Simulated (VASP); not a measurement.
# MgO (I4/mmm) in VASP: a series of runs, part 2 of 2

VASP 6.6.1.

**4. Single point, r2SCAN (strain +0.0150 x Voigt [1, 0, 0, 0, 0, 0])**

The input, POSCAR:

```
MgO
1.0
    0.0000000000      2.1351500000      2.1351500000
    2.1671772500      0.0000000000      2.1351500000
    2.1671772500      2.1351500000      0.0000000000
Mg O
1 1
Direct
    0.0000000000      0.0000000000      0.0000000000
    0.5000000000      0.5000000000      0.5000000000
```

The input, INCAR.step1:

```
SYSTEM = MgO
PREC = Accurate ; ENCUT = 520
ISMEAR = 0 ; SIGMA = 0.05
LREAL = .FALSE. ; LASPH = .TRUE.
NELM = 100 ; NBANDS = 11
GGA = PE ; ALGO = Normal
EDIFF = 1E-4 ; LWAVE = .TRUE.
LCHARG = .FALSE.
```

The input, INCAR.step2:

```
SYSTEM = MgO
PREC = Accurate ; ENCUT = 520
EDIFF = 1E-6 ; ISMEAR = 0
SIGMA = 0.05 ; LREAL = .FALSE.
LASPH = .TRUE. ; NELM = 100
ALGO = Normal ; ISIF = 2
LWAVE = .FALSE. ; LCHARG = .FALSE.
METAGGA = R2SCAN ; LMIXTAU = .TRUE.
NBANDS = 11 ; ISTART = 1
```

The input, KPOINTS:

```
regular mesh
0
G
  10 10 10
  0 0 0
```

Potentials or basis: VASP PAW PBE potentials, release 64 (Mg, O).

Started as:

```bash
cat potpaw_PBE.64/Mg/POTCAR potpaw_PBE.64/O/POTCAR > POTCAR
cp INCAR.step1 INCAR
mpirun -np 1 vasp_std > vasp.out
cp INCAR.step2 INCAR
mpirun -np 1 vasp_std > vasp.out
```

OUTCAR:

```text
SYSTEM = MgO
   PREC = Accurate
   ENCUT = 520
   EDIFF = 1E-6
   ISMEAR = 0
   LREAL = .FALSE.
   LASPH = .TRUE.
   NELM = 100
   ISIF = 2
   METAGGA = R2SCAN
   ISTART = 1

 ion  position               nearest neighbor table
   1  0.000  0.000  0.000-   2 2.14   2 2.14   2 2.14   2 2.14   2 2.17   2 2.17
   2  0.500  0.500  0.500-   1 2.14   1 2.14   1 2.14   1 2.14   1 2.17   1 2.17

  LATTYP: Found a body centered tetragonal cell.
 ALAT       =     3.0195580877
 C/A-ratio  =     1.4354267658

  Lattice vectors:

 A1 = (   2.1671772500,   0.0000000000,   2.1351500000)
 A2 = (   2.1671772500,   0.0000000000,  -2.1351500000)
 A3 = (  -2.1671772500,   2.1351500000,   0.0000000000)

Analysis of symmetry for initial positions (statically):
=====================================================================
 Subroutine PRICEL returns:
 Original cell was already a primitive cell.

 Routine SETGRP: Setting up the symmetry group for a
 body centered tetragonal supercell.

 Subroutine GETGRP returns: Found 16 space group operations
 (whereof 16 operations were pure point group operations)
 out of a pool of 16 trial point group operations.

The static configuration has the point symmetry D_4h.

Analysis of symmetry for dynamics (positions and initial velocities):
=====================================================================
 Subroutine PRICEL returns:
 Original cell was already a primitive cell.

 Routine SETGRP: Setting up the symmetry group for a
 body centered tetragonal supercell.

 Subroutine GETGRP returns: Found 16 space group operations
 (whereof 16 operations were pure point group operations)
 out of a pool of 16 trial point group operations.

The dynamic configuration has the point symmetry D_4h.

 Subroutine INISYM returns: Found 16 space group operations
 (whereof 16 operations are pure point group operations),
 and found     1 'primitive' translations

----------------------------------------------------------------------------------------

                                     Primitive cell

  volume of cell :      19.7597

  direct lattice vectors                    reciprocal lattice vectors
     0.000000000  2.135150000  2.135150000    -0.230714862  0.234175585  0.234175585
     2.167177250  0.000000000  2.135150000     0.230714862 -0.234175585  0.234175585
     2.167177250  2.135150000  0.000000000     0.230714862  0.234175585 -0.234175585

  length of vectors
     3.019558088  3.042289065  3.042289065     0.403615853  0.403615853  0.403615853

  position of ions in fractional coordinates (direct lattice)
     0.000000000  0.000000000  0.000000000
     0.500000000  0.500000000  0.500000000

  ion indices of the primitive-cell ions
   primitive index   ion index
                 1           1
                 2           2

----------------------------------------------------------------------------------------

 KPOINTS: regular mesh

Automatic generation of k-mesh.
 Grid dimensions read from file:
 generate k-points for:   10   10   10

 Generating k-lattice:

[... 22 lines left out ...]
  0.400000  0.000000  0.000000      8.000000
  0.500000  0.000000  0.000000      4.000000
[... 16 lines left out ...]
  0.300000  0.300000  0.000000      4.000000
  0.400000  0.300000  0.000000     16.000000
 [... further k-points ...]
   k-points           NKPTS =    102   k-points in BZ     NKDIM =    102   number of bands    NBANDS=     11
   number of dos      NEDOS =    301   number of ions     NIONS =      2
   total plane-waves  NPLWV =  13824
   dimension x,y,z NGX =    24 NGY =   24 NGZ =   24
   dimension x,y,z NGXF=    48 NGYF=   48 NGZF=   48
   ions per type =               1   1
   NGX,Y,Z   is equivalent  to a cutoff of  13.21, 13.11, 13.11 a.u.
   NGXF,Y,Z  is equivalent  to a cutoff of  26.43, 26.23, 26.23 a.u.
 SYSTEM =  MgO
   PREC   = accura    normal or accurate (medium, high low for compatibility)
   ISTART =      1    job   : 0-new  1-cont  2-samecut
   ICHARG =      0    charge: 1-file 2-atom 10-const
   ISPIN  =      1    spin polarized calculation?
   LNONCOLLINEAR =      F non collinear calculations
   LSORBIT =      F    spin-orbit coupling
   LASPH  =      T    aspherical Exc in radial PAW
   ENCUT  =  520.0 eV  38.22 Ry    6.18 a.u.   5.61  5.66  5.66*2*pi/ulx,y,z
   NELM   =    100;   NELMIN=  2; NELMDL=  0     # of ELM steps
   EDIFF  = 0.1E-05   stopping-criterion for ELM
   LREAL  =      F    real-space projection
   EDIFFG = 0.1E-04   stopping-criterion for IOM
   NSW    =      0    number of steps for IOM
   IBRION =     -1    ionic relax: 0-MD 1-quasi-New 2-CG
   NFREE  =      0    steps in history (QN), initial steepest desc. (CG)
   ISIF   =      2    stress and relaxation
   ISYM   =      2    0-nonsym 1-usesym 2-fastsym
   POTIM  = 0.5000    time-step for ionic-motion
   TEBEG  =    0.0;   TEEND  =   0.0 temperature during run
   PSTRESS=    0.0 pullay stress
   NELECT =       8.0000    total number of electrons
   NUPDOWN=      -1.0000    fix difference up-down
   EMIN   =  10.00;   EMAX   =-10.00  energy-range for DOS
   EFERMI =   0.00;   METHOD = LEGACY
   ISMEAR =     0;   SIGMA  =   0.05  broadening in eV -4-tet -1-fermi 0-gaus
   EFERMI_NEDOS =   21; number of points for ismear=-14 and -15
   IALGO  =     38    algorithm
   IMIX   =      4    mixing-type and parameters
     AMIX     =   0.40;   BMIX     =  1.00
     AMIX_MAG =   1.60;   BMIX_MAG =  1.00
  volume/ion in A,a.u.               =       9.88        66.67
  Fermi-wavevector in a.u.,A,eV,Ry     =   1.211094  2.288635 19.956318  1.466748
  Thomas-Fermi vector in A             =   2.346620
   LORBIT       =      0    0 simple, 1 ext, 2 COOP (PROOUT), +10 PAW based schemes
   METAGGA = R2SCAN    functional components
   LHFCALC =     F    Hartree Fock is set to
   AEXX    =    0.0000 exact exchange contribution
   IVDW    =     0    specifies the selected vdW correction
   LEPSILON=     F    determine dielectric tensor
   LRPA    =     F    only Hartree local field effects (RPA)
 non-spin polarized calculation
 Gauss-broadening in eV      SIGMA  =   0.05
  energy-cutoff  :      520.00
  volume of cell :       19.76
 maximum number of plane-waves:       544
   NGX = 11   NGY = 11   NGZ = 11

 number of electron       8.0000000 magnetization

 Free energy of the ion-electron system (eV)
  ---------------------------------------------------
  ext. energy  EPLUGINS =         0.00000000
  ---------------------------------------------------
  free energy    TOTEN  =       -16.11806770 eV

  energy without entropy =      -16.11806770  energy(sigma->0) =      -16.11806770

 E-fermi :   2.6855     XC(G=0): -11.3092

 val. band max:        2.3996224558   @ k =   0.0000   0.0000   0.0000
 cond. band min:       7.4316772639   @ k =   0.0000   0.0000   0.0000
 fundamental gap:      5.0320548081
 Fermi energy:         2.6854949135

 k-point     1 :       0.0000    0.0000    0.0000
  band No.  band energies     occupation
      1     -15.5476      2.00000
      2       2.3654      2.00000
      3       2.3654      2.00000
      4       2.3996      2.00000
      5       7.4317      0.00000
      6      18.7783      0.00000
      7      18.9313      0.00000
      8      18.9313      0.00000
      9      22.8680      0.00000
     10      24.3356      0.00000
     11      24.8173      0.00000
[... 309 lines left out ...]
 k-point    24 :       0.4000    0.3000    0.0000
  band No.  band energies     occupation
      1     -14.4540      2.00000
      2      -1.0146      2.00000
      3       1.1215      2.00000
      4       1.3306      2.00000
      5      12.3880      0.00000
      6      13.2776      0.00000
      7      16.6067      0.00000
      8      20.9952      0.00000
      9      21.3010      0.00000
     10      27.8792      0.00000
     11      29.7810      0.00000

 [... further k-points ...]

------------------------ aborting loop because EDIFF is reached ----------------------------------------

  FORCE on cell =-STRESS in cart. coord.  units (eV):
  Direction    XX          YY          ZZ          XY          YZ          ZX
  --------------------------------------------------------------------------------------
  -------------------------------------------------------------------------------------
  Total       -1.4158253     -1.1573324     -1.1573324      0.0000000      0.0000000      0.0000000
  in kB     -114.7992476    -93.8398884    -93.8398884      0.0000000      0.0000000      0.0000000
  external PRESSURE =    -100.8263415 kB  Pullay stress =       0.0000000 kB

 VOLUME and BASIS-vectors are now :
 -----------------------------------------------------------------------------
  energy-cutoff  :      520.00
  volume of cell :       19.76
      direct lattice vectors                 reciprocal lattice vectors
     0.000000000  2.135150000  2.135150000    -0.230714862  0.234175585  0.234175585
     2.167177250  0.000000000  2.135150000     0.230714862 -0.234175585  0.234175585
     2.167177250  2.135150000  0.000000000     0.230714862  0.234175585 -0.234175585

 POSITION                                       TOTAL-FORCE (eV/Angst)
 -----------------------------------------------------------------------------------
      0.00000      0.00000      0.00000        -0.000000      0.000000      0.000000
      2.16718      2.13515      2.13515         0.000000     -0.000000     -0.000000
 -----------------------------------------------------------------------------------
    total drift:                               -0.000000     -0.000000      0.000000

  FREE ENERGIE OF THE ION-ELECTRON SYSTEM (eV)
  ---------------------------------------------------
  free  energy   TOTEN  =       -16.1180676993 eV

  energy  without entropy=      -16.1180676993  energy(sigma->0) =      -16.11806770
```

Wall time 80 s (1 thread of Intel Xeon 8259CL, shared host); peak memory 0.16 GiB.

Results:

```
Free energy            : -16.1181 eV
Pressure               : -10.1 GPa
Band gap on the k mesh : 5.03 eV
```

Levels at points of the mesh, in eV from the valence-band top:
```
           k point  band 1  band 2  band 3  band 4  band 5  band 6  band 7  band 8  band 9
(0.00, 0.00, 0.00)  -17.95   -0.03   -0.03    0.00    5.03   16.38   16.53   16.53   20.47
(0.50, 0.00, 0.00)  -16.83   -4.39   -0.65   -0.62    8.41   13.12   16.65   16.98   21.48
(0.50, 0.50, 0.00)  -16.59   -3.88   -1.39   -1.29    9.88   10.42   13.72   19.27   19.56
(0.00, 0.50, 0.50)  -16.63   -3.93   -1.28   -1.28   10.03   10.43   13.52   19.59   19.59
```

Caveat: the cell differs from its parent crystal (strain +0.0150 x Voigt [1, 0, 0, 0, 0, 0]); the cell stands under tension; the PAW data sets were made with another functional, which shifts forces and pressure a little.

**5. Single point, r2SCAN (strain +0.0300 x Voigt [1, 0, 0, 0, 0, 0])**

The input, POSCAR:

```
MgO
1.0
    0.0000000000      2.1351500000      2.1351500000
    2.1992045000      0.0000000000      2.1351500000
    2.1992045000      2.1351500000      0.0000000000
Mg O
1 1
Direct
    0.0000000000      0.0000000000      0.0000000000
    0.5000000000      0.5000000000      0.5000000000
```

The input, INCAR.step1:

```
ALGO     = Normal         # electronic algorithm
EDIFF    = 1E-4           # SCF threshold, eV
ENCUT    = 520            # plane-wave cutoff, eV
GGA      = PE             # functional
ISMEAR   = 0              # smearing method
LASPH    = True           # aspherical terms in the spheres
LCHARG   = False          # write CHGCAR
LREAL    = False          # projectors in reciprocal space
LWAVE    = True           # write WAVECAR
NBANDS   = 11             # bands
NELM     = 80             # most SCF steps
PREC     = Accurate       # precision mode
SIGMA    = 0.05           # smearing width, eV
```

The input, INCAR.step2:

```
ALGO     = Normal         # electronic algorithm
EDIFF    = 1E-6           # SCF threshold, eV
ENCUT    = 520            # plane-wave cutoff, eV
ISIF     = 2              # what is computed and relaxed
ISMEAR   = 0              # smearing method
ISTART   = 1            
LASPH    = True           # aspherical terms in the spheres
LCHARG   = False          # write CHGCAR
LMIXTAU  = True         
LREAL    = False          # projectors in reciprocal space
LWAVE    = False          # write WAVECAR
METAGGA  = R2SCAN         # meta-GGA
NBANDS   = 11             # bands
NELM     = 80             # most SCF steps
PREC     = Accurate       # precision mode
SIGMA    = 0.05           # smearing width, eV
```

The input, KPOINTS:

```
k-points
0
Gamma
  10 10 10
```

Started as:

```bash
cat potpaw_PBE.64/Mg/POTCAR potpaw_PBE.64/O/POTCAR > POTCAR
cp INCAR.step1 INCAR
mpirun -np 1 vasp_std > vasp.out
cp INCAR.step2 INCAR
mpirun -np 1 vasp_std > vasp.out
```

It took 87 s on 1 thread of Intel Xeon 8259CL, shared host; peak memory 0.16 GiB.

It converged, with:

```yaml
Free_energy: -16.0950 eV
Pressure: -11.7 GPa
Band_gap_on_the_k_mesh: 4.87 eV
```

Stress tensor (GPa, compression positive):
```
-14.14   0.00   0.00
  0.00 -10.51   0.00
  0.00   0.00 -10.51
```

Levels at points of the mesh, in eV from the valence-band top:
```
           k point  band 2  band 3  band 4  band 5  band 6  band 7
(0.00, 0.00, 0.00)   -0.07   -0.07    0.00    4.87   16.18   16.48
(0.50, 0.00, 0.00)   -4.35   -0.67   -0.61    8.29   12.92   16.34
(0.50, 0.50, 0.00)   -3.83   -1.45   -1.26    9.79   10.24   13.60
(0.00, 0.50, 0.50)   -3.91   -1.24   -1.24   10.08   10.27   13.21
```

Caveat: the cell differs from its parent crystal (strain +0.0300 x Voigt [1, 0, 0, 0, 0, 0]); the cell stands under tension; the PAW data sets were made with another functional, which shifts forces and pressure a little.

**6. The runs side by side**

| cell | gap on the mesh (eV) | pressure (GPa) |
| --- | --- | --- |
| a = 3.020, b = 2.975, c = 2.975 Å, angles 61.0, 59.5, 59.5°, 2 atoms | 5.47 | -3.4 |
| a = 3.020, b = 2.997, c = 2.997 Å, angles 60.5, 59.8, 59.8°, 2 atoms | 5.33 | -6.0 |
| a = 3.020, b = 3.042, c = 3.042 Å, angles 59.5, 60.2, 60.2°, 2 atoms | 5.03 | -10.1 |
| a = 3.020, b = 3.065, c = 3.065 Å, angles 59.0, 60.5, 60.5°, 2 atoms | 4.87 | -11.7 |

Alike in all rows: task single point; level r2SCAN; potentials or basis VASP PAW PBE potentials, release 64 (Mg, O); no spin polarisation; k mesh 10 × 10 × 10; cutoff (eV) 520; smearing gaussian 0.05 eV.

Caveats: the cell stands under tension; the PAW data sets were made with another functional, which shifts forces and pressure a little.

Total energies depend on the potentials used, so only differences within one code and one set of settings carry meaning.
